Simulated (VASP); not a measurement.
A run of VASP 6.6.1 is set up as follows.

File INCAR:

```
PREC = Accurate
ENCUT = 520
EDIFF = 1E-7
ISMEAR = -1
SIGMA = 0.05
LREAL = F
LASPH = T
NELM = 60
ALGO = Normal
ISIF = 2
LWAVE = F
LCHARG = F
GGA = RE
IVDW = 13
NBANDS = 15
```

Contents of KPOINTS:

```
Automatic mesh
0
Gamma
  11 11 11
```

POSCAR

```
TiC
1.0
    0.0000000000      2.1479301616      2.1479301616
    2.1479301616      0.0000000000      2.1479301616
    2.1479301616      2.1479301616      0.0000000000
Ti C
1 1
Direct
    0.0000000000      0.0000000000      0.0000000000
    0.5000000000      0.5000000000      0.5000000000
```

Potentials or basis: VASP PAW PBE potentials, release 64 (Ti_sv, C).

The run is started by

```bash
$ cat potpaw_PBE.64/Ti_sv/POTCAR potpaw_PBE.64/C/POTCAR > POTCAR
$ mpirun -np 1 vasp_std > vasp.out
```

Predict the pressure.

0.2 GPa.

What does it give for the band gap on the k mesh?

Zero (band 8 reaches 10.51 eV, above the bottom of band 9 at 9.38 eV).

Caveat: the PAW data sets were made with another functional, which shifts forces and pressure a little; pairwise dispersion overbinds metals, which lowers pressure and volume.
